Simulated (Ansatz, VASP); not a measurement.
NbRu3 in VASP and in Ansatz

Contents of INCAR:

```
PREC = Accurate
ENCUT = 520
EDIFF = 1E-8
ISMEAR = -1
SIGMA = 0.05
LREAL = F
LASPH = T
NELM = 60
ALGO = Normal
ISIF = 2
LWAVE = F
LCHARG = F
GGA = CA
LEFG = T
NBANDS = 36
```

The input KPOINTS:

```
regular mesh
0
Gamma
  9 9 9
```

Contents of POSCAR:

```
NbRu3
1.0
    3.8007941018      0.0000000000      0.0000000000
    0.0000000000      3.8007941018      0.0000000000
    0.0000000000      0.0000000000      3.8007941018
Nb Ru
1 3
Direct
    0.0000000000      0.0000000000      0.0000000000
    0.0000000000      0.5000000000      0.5000000000
    0.5000000000      0.0000000000      0.5000000000
    0.5000000000      0.5000000000      0.0000000000
```

Input for Ansatz:

```yaml
crystal:
  lattice:
    - [3.8007941018, 0.0, 0.0]
    - [0.0, 3.8007941018, 0.0]
    - [0.0, 0.0, 3.8007941018]
  atoms:
    - { symbol: Nb, position: [0.0, 0.0, 0.0] }
    - { symbol: Ru, position: [0.0, 0.5, 0.5] }
    - { symbol: Ru, position: [0.5, 0.0, 0.5] }
    - { symbol: Ru, position: [0.5, 0.5, 0.0] }
kpoints:
  mp_grid: { grid: [9, 9, 9] }
scf:
  occupations: { method: fermi_dirac, width: 0.05 }
hamiltonian:
  xc: lda
  pseudopotentials: { kind: all_electron, datasets: crystal }
output:
  forces: true
  stress: true
  eigenvalues: true
  efg: { contact_densities: true }
```

Change from the starting cell: volume scaled by 0.94, crystal datasets.

Alike in both runs: task electric field gradients; functional LDA; k mesh 9 × 9 × 9; occupations fermi-dirac, width 0.05 eV; no spin polarisation.

|  | VASP | Ansatz |
| --- | --- | --- |
| version | VASP 6.6.1 | Ansatz 0.2.0 |
| potentials or method | VASP PAW LDA potentials, release 64 (Nb_sv, Ru_pv), cutoff 520 eV | all-electron PAW with datasets made for the crystal, scalar-relativistic |

```tsv
	VASP	Ansatz	Ansatz less VASP
pressure (GPa)	7.6	7.0	-0.57
size of Vzz on the site where it differs most (V/Å²)	23.9	15.4	-8.58
```

LDA's correlation is that of Perdew and Zunger in VASP and of Perdew and Wang (1992) in Ansatz. Ansatz ran all-electron here, and VASP with PAW potentials.
